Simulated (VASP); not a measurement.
Set up this calculation in VASP 6.6.1, as the native input.

```yaml
Task: single point
Functional: r2SCAN
Potentials_or_basis: VASP PAW PBE potentials, release 64 (Ba_sv, Ti_sv, O)
Cutoff: 520 eV
k_mesh: 6 × 4 × 4
Occupations: gaussian, width 0.02 eV
Spin: no spin polarisation
Hubbard_terms: Ti d U = 4.0 eV
Dipole_correction: no
Further_INCAR_settings: ALGO = Normal; EDIFF = 1e-06; NBANDS = 51
```

The system is BaTiO3.

```xyz
10
Lattice="4.2349 0.0000 0.0000 0.0000 5.5899 0.0000 0.0000 0.0000 5.5926" Properties=species:S:1:pos:R:3 pbc="T T T"
Ba    0.0000    2.7950    2.7881
Ba    0.0000    0.0000   -0.0082
Ti    2.1175    2.7950    0.0174
Ti    2.1175    0.0000    2.8137
O     2.1175    4.1878    1.3501
O     2.1175    1.4021    1.3501
O     0.0000    2.7950    5.5672
O     2.1175    1.3928    4.1463
O     2.1175    4.1971    4.1463
O     0.0000    0.0000    2.7709
```

This cell differs from its parent crystal: uniaxial strain along a: +6.0 %, then relaxed in part.

The input as run:

POSCAR

```
BaTiO3
1.0
    4.2349120613      0.0000000000      0.0000000000
    0.0000000000      5.5899477630      0.0000000000
    0.0000000000      0.0000000000      5.5925866012
Ba Ti O
2 2 6
Direct
    0.0000000000      0.5000000000      0.4985320857
    0.0000000000      0.0000000000     -0.0014679143
    0.5000000000      0.5000000000      0.0031103962
    0.5000000000      0.0000000000      0.5031103962
    0.5000000000      0.7491672221      0.2414009546
    0.5000000000      0.2508327779      0.2414009546
    0.0000000000      0.5000000000      0.9954556090
    0.5000000000      0.2491672221      0.7414009546
    0.5000000000      0.7508327779      0.7414009546
    0.0000000000      0.0000000000      0.4954556090
```

INCAR.step1

```
SYSTEM = BaTiO3
PREC     = Accurate       ! precision mode
ENCUT    = 520            ! plane-wave cutoff, eV
ISMEAR   = 0              ! smearing method
SIGMA    = 0.02           ! smearing width, eV
LREAL    = .False.        ! projectors in reciprocal space
LASPH    = .True.         ! aspherical terms in the spheres
NELM     = 150            ! most SCF steps
LMAXMIX  = 4              ! l up to which the mixer works
LDAU     = .True.         ! DFT+U
LDAUTYPE = 2            
LDAUL    = -1 2 -1        ! shell
LDAUU    = 0 4 0          ! U, eV
LDAUJ    = 0 0 0        
NBANDS   = 51             ! bands
GGA      = PE             ! functional
ALGO     = Normal         ! electronic algorithm
EDIFF    = 1E-4           ! SCF threshold, eV
LWAVE    = .True.         ! write WAVECAR
LCHARG   = .False.        ! write CHGCAR
```

INCAR.step2

```
SYSTEM = BaTiO3
PREC     = Accurate       ! precision mode
ENCUT    = 520            ! plane-wave cutoff, eV
EDIFF    = 1E-6           ! SCF threshold, eV
ISMEAR   = 0              ! smearing method
SIGMA    = 0.02           ! smearing width, eV
LREAL    = .False.        ! projectors in reciprocal space
LASPH    = .True.         ! aspherical terms in the spheres
NELM     = 150            ! most SCF steps
ALGO     = Normal         ! electronic algorithm
ISIF     = 2              ! what is computed and relaxed
LWAVE    = .False.        ! write WAVECAR
LCHARG   = .True.         ! write CHGCAR
LMAXMIX  = 4              ! l up to which the mixer works
LDAU     = .True.         ! DFT+U
LDAUTYPE = 2            
LDAUL    = -1 2 -1        ! shell
LDAUU    = 0 4 0          ! U, eV
LDAUJ    = 0 0 0        
LDAUPRINT= 1            
METAGGA  = R2SCAN         ! meta-GGA
LMIXTAU  = .True.       
LELF     = .True.         ! ELF
LVHAR    = .True.       
NBANDS   = 51             ! bands
ISTART   = 1
```

KPOINTS

```
regular mesh
0
Gamma
  6 4 4
  0 0 0
```

Potentials or basis: VASP PAW PBE potentials, release 64 (Ba_sv, Ti_sv, O).

Run with:

```sh
$ cat potpaw_PBE.64/Ba_sv/POTCAR potpaw_PBE.64/Ti_sv/POTCAR potpaw_PBE.64/O/POTCAR > POTCAR
$ cp INCAR.step1 INCAR
$ mpirun -np 1 vasp_std > vasp.out
$ cp INCAR.step2 INCAR
$ mpirun -np 1 vasp_std > vasp.out
```

Results of the run:

```
Pressure               : -0.3 GPa
Largest force          : 0.318 eV/Å
Band gap on the k mesh : 2.52 eV
```

Caveat: the cell differs from its parent crystal (uniaxial strain along a: +6.0 %, then relaxed in part); the PAW data sets were made with another functional, which shifts forces and pressure a little; spin-orbit coupling is left out, which moves the levels of the heavy elements.

Run time: 14 min on 1 thread of Oxide Virtual Turin-like Processor, on a shared host, peak memory 0.34 GiB.
